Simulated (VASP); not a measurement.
# La2O3 (P-3m1) in VASP: further runs, part 2 of 2

VASP 6.6.1. The steps go on from the part before.

### Step 3. Relaxation of cell and atoms, LDA

This run uses another cell than the first one, of 16.36 Å³/atom.

INCAR reads:

```
SYSTEM = La2O3
PREC = Accurate
ENCUT = 600
EDIFF = 1E-6
ISMEAR = 0
SIGMA = 0.02
LREAL = .False.
LASPH = .True.
NELM = 80
ALGO = Normal
ISIF = 3
LWAVE = .False.
LCHARG = .False.
GGA = CA
IBRION = 2
NSW = 100
EDIFFG = -0.002
```

KPOINTS reads:

```
regular mesh
0
Gamma
  9 9 4
  0 0 0
```

POSCAR reads:

```
La2O3
1.0
    3.9307778800      0.0000000000      0.0000000000
   -1.9653889400      3.4041535000      0.0000000000
    0.0000000000      0.0000000000      6.1119535200
La O
2 3
Direct
    0.6666666700      0.3333333300      0.7537643200
    0.3333333300      0.6666666700      0.2462356800
    0.6666666700      0.3333333300      0.3541093500
    0.3333333300      0.6666666700      0.6458906500
    0.0000000000      0.0000000000      0.0000000000
```

Potentials or basis: VASP PAW LDA potentials, release 64 (La, O).

Launch:

```console
$ cat potpaw_LDA.64/La/POTCAR potpaw_LDA.64/O/POTCAR > POTCAR
$ mpirun -np 1 vasp_std > vasp.out
```

OUTCAR:

```text
SYSTEM = La2O3
   PREC = Accurate
   ENCUT = 600
   EDIFF = 1E-6
   ISMEAR = 0
   LREAL = .False.
   LASPH = .True.
   NELM = 80
   ISIF = 3
   GGA = CA
   IBRION = 2
   NSW = 100
   EDIFFG = -0.002

 ion  position               nearest neighbor table
   1  0.667  0.333  0.754-   4 2.36   4 2.36   4 2.36   3 2.44   5 2.72   5 2.72   5 2.72
   2  0.333  0.667  0.246-   3 2.36   3 2.36   3 2.36   4 2.44   5 2.72   5 2.72   5 2.72
   3  0.667  0.333  0.354-   2 2.36   2 2.36   2 2.36   1 2.44
   4  0.333  0.667  0.646-   1 2.36   1 2.36   1 2.36   2 2.44
   5  0.000  0.000  0.000-   1 2.72   2 2.72   2 2.72   1 2.72   1 2.72   2 2.72

  LATTYP: Found a hexagonal cell.
 ALAT       =     3.9307778800
 C/A-ratio  =     1.5548966913

  Lattice vectors:

 A1 = (   3.9307778800,   0.0000000000,   0.0000000000)
 A2 = (  -1.9653889400,   3.4041535000,   0.0000000000)
 A3 = (   0.0000000000,   0.0000000000,   6.1119535200)

Analysis of symmetry for initial positions (statically):
=====================================================================
 Subroutine PRICEL returns:
 Original cell was already a primitive cell.

 Routine SETGRP: Setting up the symmetry group for a
 hexagonal supercell.

 Subroutine GETGRP returns: Found 12 space group operations
 (whereof 12 operations were pure point group operations)
 out of a pool of 24 trial point group operations.

The static configuration has the point symmetry D_3d.

Analysis of symmetry for dynamics (positions and initial velocities):
=====================================================================
 Subroutine PRICEL returns:
 Original cell was already a primitive cell.

 Routine SETGRP: Setting up the symmetry group for a
 hexagonal supercell.

 Subroutine GETGRP returns: Found 12 space group operations
 (whereof 12 operations were pure point group operations)
 out of a pool of 24 trial point group operations.

The dynamic configuration has the point symmetry D_3d.

 Subroutine INISYM returns: Found 12 space group operations
 (whereof 12 operations are pure point group operations),
 and found     1 'primitive' translations

----------------------------------------------------------------------------------------

                                     Primitive cell

  volume of cell :      81.7839

  direct lattice vectors                    reciprocal lattice vectors
     3.930777880  0.000000000  0.000000000     0.254402571  0.146879393  0.000000000
    -1.965388940  3.404153500  0.000000000     0.000000000  0.293758786  0.000000000
     0.000000000  0.000000000  6.111953520     0.000000000  0.000000000  0.163613810

  length of vectors
     3.930777880  3.930777879  6.111953520     0.293758786  0.293758786  0.163613810

  position of ions in fractional coordinates (direct lattice)
     0.666666670  0.333333330  0.753764320
     0.333333330  0.666666670  0.246235680
     0.666666670  0.333333330  0.354109350
     0.333333330  0.666666670  0.645890650
     0.000000000  0.000000000  0.000000000

  ion indices of the primitive-cell ions
   primitive index   ion index
                 1           1
                 2           2
                 3           3
                 4           4
                 5           5
[... 64 lines left out ...]
   ISTART =      0    job   : 0-new  1-cont  2-samecut
   ICHARG =      2    charge: 1-file 2-atom 10-const
   ISPIN  =      1    spin polarized calculation?
   LNONCOLLINEAR =      F non collinear calculations
   LSORBIT =      F    spin-orbit coupling
   LASPH  =      T    aspherical Exc in radial PAW
   ENCUT  =  600.0 eV  44.10 Ry    6.64 a.u.   7.85  7.85 12.21*2*pi/ulx,y,z
   NELM   =     80;   NELMIN=  2; NELMDL= -5     # of ELM steps
   EDIFF  = 0.1E-05   stopping-criterion for ELM
   LREAL  =      F    real-space projection
   EDIFFG = -.2E-02   stopping-criterion for IOM
   NSW    =    100    number of steps for IOM
   IBRION =      2    ionic relax: 0-MD 1-quasi-New 2-CG
   NFREE  =      1    steps in history (QN), initial steepest desc. (CG)
   ISIF   =      3    stress and relaxation
   ISYM   =      2    0-nonsym 1-usesym 2-fastsym
   POTIM  = 0.5000    time-step for ionic-motion
   TEBEG  =    0.0;   TEEND  =   0.0 temperature during run
   PSTRESS=    0.0 pullay stress
   NELECT =      40.0000    total number of electrons
   NUPDOWN=      -1.0000    fix difference up-down
   EMIN   =  10.00;   EMAX   =-10.00  energy-range for DOS
   EFERMI =   0.00;   METHOD = LEGACY
   ISMEAR =     0;   SIGMA  =   0.02  broadening in eV -4-tet -1-fermi 0-gaus
   EFERMI_NEDOS =   21; number of points for ismear=-14 and -15
   IALGO  =     38    algorithm
   IMIX   =      4    mixing-type and parameters
     AMIX     =   0.40;   BMIX     =  1.00
     AMIX_MAG =   1.60;   BMIX_MAG =  1.00
  volume/ion in A,a.u.               =      16.36       110.38
  Fermi-wavevector in a.u.,A,eV,Ry     =   1.289849  2.437462 22.636161  1.663711
  Thomas-Fermi vector in A             =   2.421717
   LORBIT       =      0    0 simple, 1 ext, 2 COOP (PROOUT), +10 PAW based schemes
   GGA     = CA    functional components
   LHFCALC =     F    Hartree Fock is set to
   AEXX    =    0.0000 exact exchange contribution
   IVDW    =     0    specifies the selected vdW correction
   LEPSILON=     F    determine dielectric tensor
   LRPA    =     F    only Hartree local field effects (RPA)
 conjugate gradient relaxation of ions
 non-spin polarized calculation
 Gauss-broadening in eV      SIGMA  =   0.02
  energy-cutoff  :      600.00
  volume of cell :       81.78
 maximum number of plane-waves:      2752
   NGX = 15   NGY = 15   NGZ = 25

--------------------------------------- Ionic step        1  -------------------------------------------

 number of electron      40.0000000 magnetization

 Free energy of the ion-electron system (eV)
  ---------------------------------------------------
  ext. energy  EPLUGINS =         0.00000000
  ---------------------------------------------------
  free energy    TOTEN  =       -45.82685848 eV

  energy without entropy =      -45.82685848  energy(sigma->0) =      -45.82685848

------------------------ aborting loop because EDIFF is reached ----------------------------------------

  FORCE on cell =-STRESS in cart. coord.  units (eV):
  Direction    XX          YY          ZZ          XY          YZ          ZX
  --------------------------------------------------------------------------------------
  -------------------------------------------------------------------------------------
  Total       -3.4151587     -3.4151587     -3.1222773      0.0000000      0.0000000      0.0000000
  in kB      -66.9042631    -66.9042630    -61.1666053      0.0000000      0.0000000      0.0000000
  external PRESSURE =     -64.9917105 kB  Pullay stress =       0.0000000 kB
[... 98 lines left out ...]
  FREE ENERGIE OF THE ION-ELECTRON SYSTEM (eV)
  ---------------------------------------------------
  free  energy   TOTEN  =       -45.9045241139 eV

  energy  without entropy=      -45.9045241139  energy(sigma->0) =      -45.90452411

[... ionic steps 4 to 19 ...]

--------------------------------------- Ionic step       20  -------------------------------------------

 number of electron      40.0000001 magnetization

------------------------ aborting loop because EDIFF is reached ----------------------------------------
[... 73 lines left out ...]
--------------------------------------- Ionic step       22  -------------------------------------------

 number of electron      40.0000001 magnetization

 Free energy of the ion-electron system (eV)
  ---------------------------------------------------
  ext. energy  EPLUGINS =         0.00000000
  ---------------------------------------------------
  free energy    TOTEN  =       -45.91240206 eV

  energy without entropy =      -45.91240206  energy(sigma->0) =      -45.91240206

 E-fermi :   6.3340     XC(G=0): -11.1953

 val. band max:        6.2033265477   @ k =   0.4444  -0.0000   0.5000
 cond. band min:       9.9541614901   @ k =   0.3333   0.3333   0.0000
 fundamental gap:      3.7508349424
 Fermi energy:         6.3339665041

 k-point     1 :       0.0000    0.0000    0.0000
  band No.  band energies     occupation
      1     -23.2904      2.00000
      2     -22.9551      2.00000
      3     -10.7058      2.00000
      4      -9.2606      2.00000
      5      -8.8389      2.00000
      6      -6.7877      2.00000
[... 637 lines left out ...]
     23      11.2313      0.00000
     24      11.4528      0.00000

 [... further k-points ...]

------------------------ aborting loop because EDIFF is reached ----------------------------------------

  FORCE on cell =-STRESS in cart. coord.  units (eV):
  Direction    XX          YY          ZZ          XY          YZ          ZX
  --------------------------------------------------------------------------------------
  -------------------------------------------------------------------------------------
  Total       -0.0049701     -0.0049701     -0.0052275     -0.0000000     -0.0000000     -0.0000000
  in kB       -0.1026735     -0.1026735     -0.1079915     -0.0000000     -0.0000000     -0.0000000
  external PRESSURE =      -0.1044462 kB  Pullay stress =       0.0000000 kB
[... 20 lines left out ...]
  FREE ENERGIE OF THE ION-ELECTRON SYSTEM (eV)
  ---------------------------------------------------
  free  energy   TOTEN  =       -45.9124020562 eV

  energy  without entropy=      -45.9124020562  energy(sigma->0) =      -45.91240206

 reached required accuracy - stopping structural energy minimisation
```

OSZICAR:

```text
N       E                     dE             d eps       ncg     rms          rms(c)
DAV:   1     0.479448757832E+03    0.47945E+03   -0.17316E+04  2104   0.289E+03
DAV:   2     0.996345258587E+02   -0.37981E+03   -0.37404E+03  2992   0.415E+02
DAV:   3    -0.301619079975E+02   -0.12980E+03   -0.12772E+03  3808   0.229E+02
[... 158 lines left out ...]
DAV:   2    -0.459124020242E+02   -0.24368E-07   -0.39135E-07  1056   0.144E-02
  21 F= -.45912402E+02 E0= -.45912402E+02  d E =-.294629E-06
       N       E                     dE             d eps       ncg     rms          rms(c)
DAV:   1    -0.459124020451E+02   -0.45260E-07   -0.22077E-07  1056   0.105E-02    0.232E-04
DAV:   2    -0.459124020562E+02   -0.11142E-07   -0.12943E-07  1056   0.693E-03
  22 F= -.45912402E+02 E0= -.45912402E+02  d E =-.326662E-06
```

CONTCAR:

```text
La2O3
   1.00000000000000
     3.8822882190785162   -0.0000000000000000    0.0000000000000000
    -1.9411441095392581    3.3621602218478523    0.0000000000000000
    -0.0000000000000000    0.0000000000000000    5.9416683047794976
  La              O
     2     3
Direct
     0.6666666699999979    0.3333333300000021    0.7562734128970782
     0.3333333300000021    0.6666666699999979    0.2437265871029219
     0.6666666699999979    0.3333333300000021    0.3531933784668002
     0.3333333300000021    0.6666666699999979    0.6468066215331997
     0.0000000000000000    0.0000000000000000    0.0000000000000000

  0.00000000E+00  0.00000000E+00  0.00000000E+00
  0.00000000E+00  0.00000000E+00  0.00000000E+00
  0.00000000E+00  0.00000000E+00  0.00000000E+00
  0.00000000E+00  0.00000000E+00  0.00000000E+00
  0.00000000E+00  0.00000000E+00  0.00000000E+00
```

Wall time 19 min (1 thread of Intel Xeon Platinum 8259CL at 2.50GHz (Skylake/Cascade Lake), shared host); peak memory 0.26 GiB.

Results:

```yaml
Free_energy: -45.9124 eV
Relaxed_volume: 15.51 Å³/atom
Relaxed_cell: a = 3.882 Å, b = 3.882 Å, c = 5.942 Å, α = 90.00°, β = 90.00°, γ = 120.00°
Space_group_after_relaxing_to_0.1_Å: P-3m1 (No. 164)
Energy_gained_by_relaxing: 17.1 meV/atom
Ionic_steps: 22
Pressure_after_relaxing: 0.0 GPa
Band_gap_on_the_k_mesh: 3.75 eV (least direct gap 3.80 eV)
```

Step by step:
```csv
step,energy change (eV),largest force (eV/Å),pressure (GPa),volume (Å³)
1,0.0000,0.1616,-6.50,81.78
2,0.0316,0.8526,8.90,74.18
3,-0.0777,0.2707,-0.19,78.18
4,-0.0777,0.2799,-0.06,78.11
5,-0.0834,0.0456,0.04,77.78
6,-0.0837,0.0438,0.08,77.67
7,-0.0847,0.0489,-0.10,77.70
8,-0.0850,0.0537,-0.25,77.73
9,-0.0852,0.0548,0.30,77.45
10,-0.0853,0.0382,0.11,77.54
11,-0.0855,0.0125,0.04,77.54
12,-0.0855,0.0057,0.02,77.54
13,-0.0855,0.0061,0.00,77.54
14,-0.0855,0.0125,-0.01,77.54
15,-0.0855,0.0089,0.02,77.54
16,-0.0855,0.0016,-0.02,77.56
17,-0.0855,0.0041,-0.04,77.56
18,-0.0855,0.0079,0.02,77.54
19,-0.0855,0.0025,0.02,77.55
20,-0.0855,0.0027,0.00,77.56
21,-0.0855,0.0031,0.00,77.56
22,-0.0855,0.0009,-0.01,77.56
```

Final structure:
```
La O
1.0
     3.88229    0.00000    0.00000
    -1.94114    3.36216    0.00000
     0.00000    0.00000    5.94167
La O
2 3
Cartesian
  1.9411 1.1207 4.4935
  0.0000 2.2414 1.4481
  1.9411 1.1207 2.0986
  0.0000 2.2414 3.8431
  0.0000 0.0000 0.0000
```

Caveat: spin-orbit coupling is left out, which moves the levels of the heavy elements. A k mesh can miss the band edges.
